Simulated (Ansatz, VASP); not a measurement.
Be in VASP and in Ansatz

The input INCAR:

```
SYSTEM = Be
  PREC = Accurate
  ENCUT = 520
  EDIFF = 1E-6
  ISMEAR = -1
  SIGMA = 0.1
  LREAL = .FALSE.
  LASPH = .TRUE.
  NELM = 80
  ALGO = Normal
  ISIF = 2
  LWAVE = .FALSE.
  LCHARG = .FALSE.
  GGA = PE
  NBANDS = 7
```

KPOINTS

```
regular mesh
0
G
  28 28 28
  0 0 0
```

File POSCAR:

```
Be
1.0
    0.0000000000      1.6399890468      1.6399890468
    1.6399890468      0.0000000000      1.6399890468
    1.6399890468      1.6399890468      0.0000000000
Be
1
Direct
    0.0000000000      0.0000000000      0.0000000000
```

Input for Ansatz:

```yaml
crystal:
  lattice:
    - [0.0, 1.6399890468, 1.6399890468]
    - [1.6399890468, 0.0, 1.6399890468]
    - [1.6399890468, 1.6399890468, 0.0]
  atoms:
    - { symbol: Be, position: [0.0, 0.0, 0.0] }
hamiltonian:
  xc: pbe
  pseudopotentials:
    kind: paw
    azcp:
      Be: "pseudopotentials/Be.paw.azcp"
basis:
  ecutwfc: 420
  fft_grid_basis: typed
kpoints:
  mp_grid: { grid: [28, 28, 28], shift: [0, 0, 0] }
magnetization:
  spin_polarized: false
scf:
  occupations: { method: fermi_dirac, width: 0.1 }
output:
  stress: true
```

Alike in both runs: task single point; functional PBE; k mesh 28 × 28 × 28; occupations fermi-dirac, width 0.1 eV; no spin polarisation.

|  | VASP | Ansatz |
| --- | --- | --- |
| version | VASP 6.6.1 | Ansatz 0.2.0 |
| potentials or method | VASP PAW PBE potentials, release 64 (Be), cutoff 520 eV | plane waves (420 eV) with PAW, scalar-relativistic |
| valence electrons in the cell | 2 | 2 |

|  | VASP | Ansatz | Ansatz less VASP |
| --- | --- | --- | --- |
| pressure (GPa) | -11.0 | -11.1 | -0.09 |
